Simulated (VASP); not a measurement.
Runs of VASP 6.6.1 on Os. The structure is that of space group Pm-3m (No. 221), or close to it. The cells are those of the table. 

```csv
task,cell,k mesh for the DOS,occupations for the DOS,gap on the mesh (eV),pressure (GPa)
single point,"a = 2.334 Å, 1 atom",-,-,none,(a)
single point,"a = 2.414 Å, 1 atom",-,-,none,70.8
single point,"a = 2.157 Å, 1 atom",-,-,none,436.1
single point,"a = 2.488 Å, 1 atom",-,-,none,27.3
single point,"a = 2.558 Å, 1 atom",-,-,none,(b)
```

Alike in all rows: level PBE; potentials or basis VASP PAW PBE potentials, release 64 (Os); no spin polarisation; k mesh 17 × 17 × 17; cutoff (eV) 520; smearing fermi-dirac 0.08 eV.

Task: Estimate the missing entries.

Result: (a) 139.9; (b) -0.3.

Caveats: spin-orbit coupling is left out, which moves the levels of the heavy elements.

A k mesh can miss the band edges, and the runs leave out spin-orbit coupling on Os.

A gap of «none» marks levels without a gap at the run's occupations.
